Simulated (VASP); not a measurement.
Write the native input for VASP 6.6.1 that does the following.

```yaml
Task: single point
Functional: PBE
Potentials_or_basis: VASP PAW PBE potentials, release 64 (Ga_d)
Cutoff: 520 eV
k_mesh: 18 × 18 × 10
Occupations: fermi-dirac, width 0.05 eV
Spin: no spin polarisation
Dipole_correction: no
Further_INCAR_settings: ALGO = Normal; EDIFF = 1e-06; NBANDS = 20
```

The structure of Ga lies in POSCAR:

```
Ga
1.0
    3.0104960252      0.0000000000      0.0000000000
   -1.5052480126      2.6071660358      0.0000000000
    0.0000000000      0.0000000000      4.8680663173
Ga
2
Direct
    0.3333333333      0.6666666667      0.2500000000
    0.6666666667      0.3333333333      0.7500000000
```

This isn't the form of Ga at room conditions, which is orthorhombic.

These files were run (other wordings do the same):

INCAR

```
SYSTEM = Ga
ALGO = Normal ; EDIFF = 1E-6
ENCUT = 520 ; GGA = PE
ISIF = 2 ; ISMEAR = -1
LASPH = .TRUE. ; LCHARG = .TRUE.
LELF = .TRUE. ; LREAL = .FALSE.
LVHAR = .TRUE. ; LWAVE = .FALSE.
NBANDS = 20 ; NELM = 80
PREC = Accurate ; SIGMA = 0.05
```

KPOINTS

```
k-points
0
G
  18 18 10
  0 0 0
```

Potentials or basis: VASP PAW PBE potentials, release 64 (Ga_d).

Run with:

```bash
$ cat potpaw_PBE.64/Ga_d/POTCAR > POTCAR
$ mpirun -np 1 vasp_std > vasp.out
```

Results of the run:

```
Pressure               : 0.0 GPa
Band gap on the k mesh : zero (bands 13 and 14 overlap by 7.46 eV)
```

Wall time 42 s on 1 thread of Intel(R) Xeon(R) 6975P-C (Granite Rapids), on a shared host, peak memory 0.25 GiB.
